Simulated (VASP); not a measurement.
# MoS2: single point with PBE+D3(BJ)

System: MoS2, a slab with vacuum.

```
CELL_PARAMETERS angstrom
3.18413 0.00000 0.00000
-1.59206 2.75753 0.00000
0.00000 0.00000 17.33460
ATOMIC_POSITIONS crystal
Mo 0.00000 0.00000 0.00000
S 0.33333 0.66667 0.91051
S 0.33333 0.66667 0.08949
```

* Program: VASP 6.6.1
* Task: single point
* Functional: PBE
* Dispersion: D3(BJ)
* Potentials or basis: VASP PAW PBE potentials, release 64 (Mo_sv, S)
* Cutoff: 520 eV
* k mesh: 10 × 10 × 2
* Occupations: fermi-dirac, width 0.05 eV
* Spin: no spin polarisation

```
Largest force              : 0.103 eV/Å
Band gap on the k mesh     : 1.74 eV (least direct gap 1.93 eV)
Dispersion energy per atom : -0.315 eV
```

Forces in eV/Å, atoms in the order of the input:
```
Mo   0.000  0.000  0.000
S    0.000  0.000 -0.103
S    0.000  0.000  0.103
```

Levels at points of the mesh, in eV from the valence-band top:
| k point | band 11 | band 12 | band 13 | band 14 | band 15 | band 16 |
| --- | --- | --- | --- | --- | --- | --- |
| (0.00, 0.00, 0.00) | -1.58 | -1.58 | 0.00 | 2.73 | 2.73 | 3.00 |
| (0.50, 0.00, 0.00) | -1.89 | -1.05 | -0.66 | 2.20 | 2.72 | 3.87 |
| (0.00, 0.00, 0.50) | -1.58 | -1.58 | 0.00 | 2.73 | 2.73 | 3.00 |
| (0.50, 0.00, 0.50) | -1.89 | -1.05 | -0.66 | 2.20 | 2.72 | 3.87 |

Wall time 84 s on 1 thread of Intel(R) Xeon(R) 6975P-C (Granite Rapids) (shared host), peak memory 0.3 GiB.

Caveat: three body term missing.
